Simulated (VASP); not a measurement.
# SiC (Moissanite) (P6_3mc) in VASP: further runs

SiC (Moissanite) is run at these levels: PBE+D4, PBE; tasks: relaxation of cell and atoms.

Program: VASP 6.6.1. These are calculated values, not measurements. Logs are shortened: lines on timing, memory, paths and dates and some standing lists are left out, and cuts for length are marked.

### 1 The cell of the first run

The structure is hexagonal, space group P6_3mc (No. 186). The conventional cell has a = 3.076 Å, b = 3.076 Å, c = 5.048 Å, α = 90.00°, β = 90.00°, γ = 120.00°. Si (site symmetry 3m) has 4 C at 1.87 to 1.94 Å within 2.5 Å. Within 2.5 Å of C (site symmetry 3m) lie 4 Si at 1.87 to 1.94 Å.

### 2 Relaxation of cell and atoms, PBE+D4

File INCAR:

```
PREC = Accurate
ENCUT = 600
EDIFF = 1E-6
ISMEAR = 0
SIGMA = 0.01
LREAL = False
LASPH = True
NELM = 60
ALGO = Normal
ISIF = 3
LWAVE = False
LCHARG = False
GGA = PE
IVDW = 13
IBRION = 2
NSW = 80
EDIFFG = -0.01
```

File KPOINTS:

```
Automatic mesh
0
Gamma
  12 12 4
```

File POSCAR:

```
SiC
1.0
    3.0760000000      0.0000000000      0.0000000000
   -1.5380000000      2.6638900000      0.0000000000
    0.0000000000      0.0000000000      5.0480000000
Si C
2 2
Direct
    0.3333333333      0.6666666667      0.0000000000
    0.6666666667      0.3333333333      0.5000000000
    0.3333333333      0.6666666667      0.3850000000
    0.6666666667      0.3333333333      0.8850000000
```

Potentials or basis: VASP PAW PBE potentials, release 64 (Si, C).

The run is started by

```sh
$ cat potpaw_PBE.64/Si/POTCAR potpaw_PBE.64/C/POTCAR > POTCAR
$ mpirun -np 1 vasp_std > vasp.out
```

OUTCAR:

```text
PREC = Accurate
   ENCUT = 600
   EDIFF = 1E-6
   ISMEAR = 0
   LREAL = False
   LASPH = True
   NELM = 60
   ISIF = 3
   GGA = PE
   IVDW = 13
   IBRION = 2
   NSW = 80
   EDIFFG = -0.01

 ion  position               nearest neighbor table
   1  0.333  0.667  0.000-   4 1.87   4 1.87   4 1.87   3 1.94   2 3.09   2 3.09   2 3.09   2 3.09
                             2 3.09   2 3.09
   2  0.667  0.333  0.500-   3 1.87   3 1.87   3 1.87   4 1.94   1 3.09   1 3.09   1 3.09   1 3.09
                             1 3.09   1 3.09
   3  0.333  0.667  0.385-   2 1.87   2 1.87   2 1.87   1 1.94
   4  0.667  0.333  0.885-   1 1.87   1 1.87   1 1.87   2 1.94

  LATTYP: Found a hexagonal cell.
 ALAT       =     3.0760000000
 C/A-ratio  =     1.6410923277

  Lattice vectors:

 A1 = (   3.0760000000,   0.0000000000,   0.0000000000)
 A2 = (  -1.5380000000,   2.6638900000,   0.0000000000)
 A3 = (   0.0000000000,   0.0000000000,   5.0480000000)

Analysis of symmetry for initial positions (statically):
=====================================================================
 Subroutine PRICEL returns:
 Original cell was already a primitive cell.

 Routine SETGRP: Setting up the symmetry group for a
 hexagonal supercell.

 Subroutine GETGRP returns: Found 12 space group operations
 (whereof  6 operations were pure point group operations)
 out of a pool of 24 trial point group operations.

The static configuration has the point symmetry C_3v.
 The point group associated with its full space group is C_6v.

Analysis of symmetry for dynamics (positions and initial velocities):
=====================================================================
 Subroutine PRICEL returns:
 Original cell was already a primitive cell.

 Routine SETGRP: Setting up the symmetry group for a
 hexagonal supercell.

 Subroutine GETGRP returns: Found 12 space group operations
 (whereof  6 operations were pure point group operations)
 out of a pool of 24 trial point group operations.

The dynamic configuration has the point symmetry C_3v.
 The point group associated with its full space group is C_6v.

 Subroutine INISYM returns: Found 12 space group operations
 (whereof  6 operations are pure point group operations),
 and found     1 'primitive' translations

----------------------------------------------------------------------------------------

                                     Primitive cell

  volume of cell :      41.3639

  direct lattice vectors                    reciprocal lattice vectors
     3.076000000  0.000000000  0.000000000     0.325097529  0.187695438  0.000000000
    -1.538000000  2.663890000  0.000000000     0.000000000  0.375390876  0.000000000
     0.000000000  0.000000000  5.048000000     0.000000000  0.000000000  0.198098257

  length of vectors
     3.076000000  3.075996413  5.048000000     0.375390438  0.375390876  0.198098257

  position of ions in fractional coordinates (direct lattice)
     0.333333333  0.666666667  0.000000000
     0.666666667  0.333333333  0.500000000
     0.333333333  0.666666667  0.385000000
     0.666666667  0.333333333  0.885000000

  ion indices of the primitive-cell ions
   primitive index   ion index
                 1           1
                 2           2
                 3           3
                 4           4

----------------------------------------------------------------------------------------

 KPOINTS: Automatic mesh

Automatic generation of k-mesh.
 Grid dimensions read from file:
 generate k-points for:   12   12    4

 Generating k-lattice:

  Cartesian coordinates                     Fractional coordinates (reciprocal lattice)
     0.027091461  0.015641286  0.000000000     0.083333333 -0.000000000  0.000000000
     0.000000000  0.031282573  0.000000000     0.000000000  0.083333333  0.000000000
     0.000000000  0.000000000  0.049524564     0.000000000  0.000000000  0.250000000

  Length of vectors
     0.031282536  0.031282573  0.049524564

  Shift w.r.t. Gamma in fractional coordinates (k-lattice)
     0.000000000  0.000000000  0.000000000

 Subroutine IBZKPT returns following result:
 ===========================================

 Found     57 irreducible k-points:

 Following reciprocal coordinates:
            Coordinates               Weight
  0.000000  0.000000  0.000000      1.000000
  0.083333 -0.000000  0.000000      6.000000
  0.166667 -0.000000  0.000000      6.000000
  0.250000 -0.000000  0.000000      6.000000
  0.333333 -0.000000  0.000000      6.000000
  0.416667  0.000000  0.000000      6.000000
[... 16 lines left out ...]
  0.250000 -0.000000  0.250000     12.000000
  0.333333 -0.000000  0.250000     12.000000
 [... further k-points ...]
   k-points           NKPTS =     57   k-points in BZ     NKDIM =     57   number of bands    NBANDS=     12
   number of dos      NEDOS =    301   number of ions     NIONS =      4
   total plane-waves  NPLWV =  31360
   dimension x,y,z NGX =    28 NGY =   28 NGZ =   40
   dimension x,y,z NGXF=    56 NGYF=   56 NGZF=   80
   ions per type =               2   2
   NGX,Y,Z   is equivalent  to a cutoff of  15.13, 15.13, 13.17 a.u.
   NGXF,Y,Z  is equivalent  to a cutoff of  30.27, 30.27, 26.35 a.u.
 SYSTEM =  unknown system
   PREC   = accura    normal or accurate (medium, high low for compatibility)
   ISTART =      0    job   : 0-new  1-cont  2-samecut
   ICHARG =      2    charge: 1-file 2-atom 10-const
   ISPIN  =      1    spin polarized calculation?
   LNONCOLLINEAR =      F non collinear calculations
   LSORBIT =      F    spin-orbit coupling
   LASPH  =      T    aspherical Exc in radial PAW
   ENCUT  =  600.0 eV  44.10 Ry    6.64 a.u.   6.14  6.14 10.08*2*pi/ulx,y,z
   NELM   =     60;   NELMIN=  2; NELMDL= -5     # of ELM steps
   EDIFF  = 0.1E-05   stopping-criterion for ELM
   LREAL  =      F    real-space projection
   EDIFFG = -.1E-01   stopping-criterion for IOM
   NSW    =     80    number of steps for IOM
   IBRION =      2    ionic relax: 0-MD 1-quasi-New 2-CG
   NFREE  =      1    steps in history (QN), initial steepest desc. (CG)
   ISIF   =      3    stress and relaxation
   ISYM   =      2    0-nonsym 1-usesym 2-fastsym
   POTIM  = 0.5000    time-step for ionic-motion
   TEBEG  =    0.0;   TEEND  =   0.0 temperature during run
   PSTRESS=    0.0 pullay stress
   NELECT =      16.0000    total number of electrons
   NUPDOWN=      -1.0000    fix difference up-down
   EMIN   =  10.00;   EMAX   =-10.00  energy-range for DOS
   EFERMI =   0.00;   METHOD = LEGACY
   ISMEAR =     0;   SIGMA  =   0.01  broadening in eV -4-tet -1-fermi 0-gaus
   EFERMI_NEDOS =   21; number of points for ismear=-14 and -15
   IALGO  =     38    algorithm
   IMIX   =      4    mixing-type and parameters
     AMIX     =   0.40;   BMIX     =  1.00
     AMIX_MAG =   1.60;   BMIX_MAG =  1.00
  volume/ion in A,a.u.               =      10.34        69.78
  Fermi-wavevector in a.u.,A,eV,Ry     =   1.192818  2.254099 19.358569  1.422815
  Thomas-Fermi vector in A             =   2.328847
   LORBIT       =      0    0 simple, 1 ext, 2 COOP (PROOUT), +10 PAW based schemes
   GGA     = PE    functional components
   LHFCALC =     F    Hartree Fock is set to
   AEXX    =    0.0000 exact exchange contribution
   IVDW    =    13    specifies the selected vdW correction
   LEPSILON=     F    determine dielectric tensor
   LRPA    =     F    only Hartree local field effects (RPA)
 conjugate gradient relaxation of ions
 non-spin polarized calculation
 Gauss-broadening in eV      SIGMA  =   0.01
  energy-cutoff  :      600.00
  volume of cell :       41.36
 maximum number of plane-waves:      1404
 NGX is ok and might be reduce to    28
   NGX = 13   NGY = 13   NGZ = 21

--------------------------------------- Ionic step        1  -------------------------------------------

 number of electron      16.0000001 magnetization

 Free energy of the ion-electron system (eV)
  ---------------------------------------------------
  ext. energy  EPLUGINS =         0.00000000
  ---------------------------------------------------
  free energy    TOTEN  =       -30.07079180 eV

  energy without entropy =      -30.07079180  energy(sigma->0) =      -30.07079180

------------------------ aborting loop because EDIFF is reached ----------------------------------------

  DFT-D4 for vdW energy calculation

  Edisp (eV):   -1.31617

  FORCE on cell =-STRESS in cart. coord.  units (eV):
  Direction    XX          YY          ZZ          XY          YZ          ZX
  --------------------------------------------------------------------------------------
  -------------------------------------------------------------------------------------
  Total       0.20974     0.20974    -0.97337     0.00000     0.00000     0.00000
  in kB       8.12411     8.12409   -37.70211     0.00000     0.00000     0.00000
  external pressure =       -7.15 kB  Pullay stress =        0.00 kB
[... 233 lines left out ...]
  energy  without entropy=      -31.4229225500  energy(sigma->0) =      -31.42292255

--------------------------------------- Ionic step        7  -------------------------------------------

 number of electron      16.0000000 magnetization

 Free energy of the ion-electron system (eV)
  ---------------------------------------------------
  ext. energy  EPLUGINS =         0.00000000
  ---------------------------------------------------
  free energy    TOTEN  =       -30.10231413 eV

  energy without entropy =      -30.10231413  energy(sigma->0) =      -30.10231413

 E-fermi :   8.3781     XC(G=0): -11.3707

 val. band max:        8.3117285775   @ k =   0.0000   0.0000   0.0000
 cond. band min:      10.5805213930   @ k =   0.3333   0.3333   0.0000
 fundamental gap:      2.2687928155
 Fermi energy:         8.3781015916

 k-point     1 :       0.0000    0.0000    0.0000
  band No.  band energies     occupation
      1      -7.2944      2.00000
      2      -3.7100      2.00000
      3      -0.4115      2.00000
      4       6.9926      2.00000
      5       6.9926      2.00000
      6       8.2012      2.00000
      7       8.3117      2.00000
      8       8.3117      2.00000
      9      13.1550      0.00000
     10      14.5724      0.00000
     11      15.0064      0.00000
     12      15.0064      0.00000
[... 331 lines left out ...]
 k-point    24 :       0.3333   -0.0000    0.2500
  band No.  band energies     occupation
      1      -5.1513      2.00000
      2      -3.1255      2.00000
      3       1.1189      2.00000
      4       3.0077      2.00000
      5       3.3989      2.00000
      6       5.5806      2.00000
      7       6.7670      2.00000
      8       6.9941      2.00000
      9      11.6672      0.00000
     10      12.7063      0.00000
     11      14.6013      0.00000
     12      16.5976      0.00000

 [... further k-points ...]

------------------------ aborting loop because EDIFF is reached ----------------------------------------

  DFT-D4 for vdW energy calculation

  Edisp (eV):   -1.32063

  FORCE on cell =-STRESS in cart. coord.  units (eV):
  Direction    XX          YY          ZZ          XY          YZ          ZX
  --------------------------------------------------------------------------------------
  -------------------------------------------------------------------------------------
  Total       0.00406     0.00406     0.00137     0.00000     0.00000    -0.00000
  in kB       0.15781     0.15781     0.05336     0.00000     0.00000    -0.00000
  external pressure =        0.12 kB  Pullay stress =        0.00 kB
[... 19 lines left out ...]
  FREE ENERGIE OF THE ION-ELECTRON SYSTEM (eV)
  ---------------------------------------------------
  free  energy   TOTEN  =       -31.4229423425 eV

  energy  without entropy=      -31.4229423425  energy(sigma->0) =      -31.42294234

 reached required accuracy - stopping structural energy minimisation
```

Run time: 76 s. Hardware: 1 thread of AMD EPYC 9R45 (Zen 5), shared host; peak memory 0.16 GiB.

What came out:

| Property | Result |
| --- | --- |
| Free energy | -31.4229 eV |
| Relaxed volume | 10.29 Å³/atom |
| Relaxed cell | a = 3.071 Å, b = 3.071 Å, c = 5.040 Å, α = 90.00°, β = 90.00°, γ = 120.00° |
| Space group after relaxing (to 0.05 Å) | P6_3mc (No. 186) |
| Energy gained by relaxing | 9.0 meV/atom |
| Ionic steps | 7 |
| Pressure after relaxing | 0.0 GPa |
| Band gap on the k mesh | 2.27 eV, indirect (least direct gap 3.98 eV) |
| Dispersion energy per atom | -0.330 eV |

Step by step:
```tsv
step	energy change (eV)	largest force (eV/Å)	pressure (GPa)	volume (Å³)
1	0.0000	0.7375	-0.72	41.36
2	-0.0063	0.6498	0.69	41.09
3	-0.0331	0.0636	-0.24	41.21
4	-0.0359	0.0072	0.31	41.12
5	-0.0359	0.0039	0.22	41.13
6	-0.0360	0.0024	-0.17	41.20
7	-0.0360	0.0005	0.01	41.17
```

Final structure:
```yaml
crystal:
  lattice:
    - [3.07122, 0.00000, 0.00000]
    - [-1.53561, 2.65975, 0.00000]
    - [0.00000, 0.00000, 5.03999]
  atoms:
    - { symbol: Si, position: [0.33333, 0.66667, 0.00458] }
    - { symbol: Si, position: [0.66667, 0.33333, 0.50458] }
    - { symbol: C, position: [0.33333, 0.66667, 0.38042] }
    - { symbol: C, position: [0.66667, 0.33333, 0.88042] }
```

Levels at points of the mesh, in eV from the valence-band top:
```csv
k point,band 5,band 6,band 7,band 8,band 9,band 10,band 11,band 12
"(0.00, 0.00, 0.00)",-1.32,-0.11,0.00,0.00,4.84,6.26,6.69,6.69
"(0.50, 0.00, 0.00)",-5.45,-3.33,-3.30,-1.20,2.79,4.23,6.92,7.15
"(0.00, 0.00, 0.50)",-0.71,-0.71,-0.71,-0.71,5.94,5.94,7.38,7.38
"(0.50, 0.00, 0.50)",-2.45,-2.45,-2.33,-2.33,3.30,3.30,5.28,5.28
```

A k mesh can miss the band edges. A hybrid or GW would open this gap; PBE tends to underestimate it.

### 3 Relaxation of cell and atoms, PBE

File INCAR:

```
ALGO = Normal ; EDIFF = 1E-6
EDIFFG = -0.01 ; ENCUT = 600
GGA = PE ; IBRION = 2
ISIF = 3 ; ISMEAR = 0
LASPH = True ; LCHARG = False
LREAL = False ; LWAVE = False
NELM = 100 ; NSW = 80
PREC = Accurate ; SIGMA = 0.01
```

File KPOINTS:

```
k-points
0
Gamma
  12 12 4
```

POSCAR is that of step 2.

Potentials or basis: VASP PAW PBE potentials, release 64 (Si, C).

The run is started by

```sh
$ cat potpaw_PBE.64/Si/POTCAR potpaw_PBE.64/C/POTCAR > POTCAR
$ mpirun -np 1 vasp_std > vasp.out
```

Run time: 69 s. Hardware: 1 thread of AMD EPYC 9R45 (Zen 5), shared host; peak memory 0.16 GiB.

The run converged. Its results:

```
Free energy                            : -30.1129 eV
Relaxed volume                         : 10.49 Å³/atom
Relaxed cell                           : a = 3.091 Å, b = 3.091 Å, c = 5.073 Å, α = 90.00°, β = 90.00°, γ = 120.00°
Space group after relaxing (to 0.05 Å) : P6_3mc (No. 186)
Energy gained by relaxing              : 10.5 meV/atom
Ionic steps                            : 7
Pressure after relaxing                : 0.0 GPa
Band gap on the k mesh                 : 2.30 eV, indirect (least direct gap 3.94 eV)
```

The path:
| step | energy change (eV) | largest force (eV/Å) | pressure (GPa) | volume (Å³) |
| --- | --- | --- | --- | --- |
| 1 | 0.0000 | 0.7514 | 3.50 | 41.36 |
| 2 | -0.0030 | 0.6269 | -3.42 | 42.73 |
| 3 | -0.0390 | 0.0842 | -0.44 | 42.06 |
| 4 | -0.0421 | 0.0241 | 0.06 | 41.97 |
| 5 | -0.0421 | 0.0120 | 0.00 | 41.98 |
| 6 | -0.0421 | 0.0113 | 0.00 | 41.98 |
| 7 | -0.0421 | 0.0004 | 0.00 | 41.98 |

Final structure:
```cif
data_structure
_symmetry_space_group_name_H-M 'P 1'
_symmetry_Int_Tables_number 1
_cell_length_a 3.0911
_cell_length_b 3.0911
_cell_length_c 5.0728
_cell_angle_alpha 90.000
_cell_angle_beta 90.000
_cell_angle_gamma 120.000
_cell_volume 41.98
loop_
_atom_site_label
_atom_site_type_symbol
_atom_site_fract_x
_atom_site_fract_y
_atom_site_fract_z
_atom_site_occupancy
Si1 Si 0.33333 0.66667 0.00458 1
Si2 Si 0.66667 0.33333 0.50458 1
C1 C 0.33333 0.66667 0.38042 1
C2 C 0.66667 0.33333 0.88042 1
```

Levels at points of the mesh, in eV from the valence-band top:
```tsv
k point	band 5	band 6	band 7	band 8	band 9	band 10	band 11	band 12
(0.00, 0.00, 0.00)	-1.31	-0.11	0.00	0.00	4.68	6.05	6.58	6.58
(0.50, 0.00, 0.00)	-5.38	-3.29	-3.24	-1.19	2.75	4.21	6.77	7.07
(0.00, 0.00, 0.50)	-0.71	-0.71	-0.71	-0.71	5.77	5.77	7.27	7.27
(0.50, 0.00, 0.50)	-2.42	-2.42	-2.31	-2.31	3.26	3.26	5.20	5.20
```

A k mesh can miss the band edges. PBE usually gives volumes a little too large and moduli too small.
